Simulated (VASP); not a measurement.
Input of a VASP 6.6.1 run:

Contents of INCAR:

```
PREC = Accurate
ENCUT = 520
EDIFF = 1E-6
ISMEAR = -1
SIGMA = 0.05
LREAL = Auto
LASPH = True
NELM = 60
ALGO = Normal
ISIF = 2
LWAVE = False
LCHARG = False
NBANDS = 86
```

KPOINTS

```
Automatic mesh
0
Gamma
  2 1 1
```

The input POSCAR:

```
Na3BP2
1.0
    7.1493640000      0.0000000000      0.0000000000
    0.0000000000      9.4916290000      0.0000000000
   -3.3367450000      0.0000000000      8.7276410000
Na B P
12 4 8
Direct
    0.6940814992      0.3547230934      0.8093939703
    0.2204669281     -0.0387815411      0.9854209173
    0.3282330703      0.4653574218      0.5736601677
    0.6903205706      0.5596510357      0.4395460354
    0.6831118235      1.1045733035      0.5285735286
    0.2150988209      0.4045248713      0.9425112697
    0.1797900896      0.1077791810      0.3515955801
    0.9367910536      0.4968272569      0.1451594996
    0.7073418228      0.1942132378      0.1497999288
    0.3103227528      0.6902819316      0.1948636522
    0.6482283942      0.8780579182     -0.0705116079
    0.1761055664      0.8356942733      0.6243038640
    0.1951529556      0.2397059556      0.6734465820
    0.8421038701      0.6252772838      0.8556263943
    0.2612055878      0.2809528270      0.1869348201
    0.8437986363      0.8427425893      0.3396794162
    0.4442994505      0.3679663417      0.3410085268
    0.6178020256      0.9086849054      0.3385909205
    0.5727216730      0.5917108644      0.8243350064
    0.3962932997      0.1252998827      0.7665989011
    0.9781234655      0.3377923853      0.5934707901
    0.0710671408      0.7193285789      0.9312023719
    0.0107111656      0.7042416007      0.3546204524
    1.0152588602      0.2096794976      0.0724823581
```

Potentials or basis: VASP PAW LDA potentials, release 64 (Na_pv, B, P).

Command:

```bash
$ cat potpaw_LDA.64/Na_pv/POTCAR potpaw_LDA.64/B/POTCAR potpaw_LDA.64/P/POTCAR > POTCAR
$ mpirun -np 1 vasp_std > vasp.out
```

Q: Predict the largest force.

A: 1.995 eV/Å.

Q: Estimate the band gap on the k mesh.

A: 0.89 eV, indirect (least direct gap 0.93 eV).

Q: Predict the pressure.

A: -0.3 GPa.

Forces in eV/Å, atoms in the order of the input:
```
Na   0.702 -1.511 -0.107
Na   0.183  1.229  0.152
Na  -0.676  0.225 -0.461
Na   1.183  0.923  0.684
Na   0.051  0.856  0.655
Na   0.314  0.308 -0.861
Na  -0.179 -0.404  0.939
Na  -0.047  0.146 -0.086
Na  -1.134 -0.249  0.361
Na   0.236  0.029  1.209
Na   0.325 -0.251  0.101
Na  -0.023 -0.053  0.400
B   -0.602 -0.543  0.163
B   -1.588  0.949  0.149
B   -1.474  0.240  0.333
B    0.149 -1.197 -0.164
P   -0.194 -0.958 -1.273
P   -1.276  0.611 -1.126
P    1.283  1.157  0.529
P    0.777 -0.752  0.362
P   -0.249  0.278 -0.272
P   -0.425 -1.214 -1.524
P    1.143 -0.083  0.120
P    1.522  0.262 -0.283
```

Caveat: the k points lie up to 0.72 Å⁻¹ apart; forces of over 1 eV/Å act on the atoms, so gaps and moduli don't describe the material at rest. A k mesh can miss the band edges.
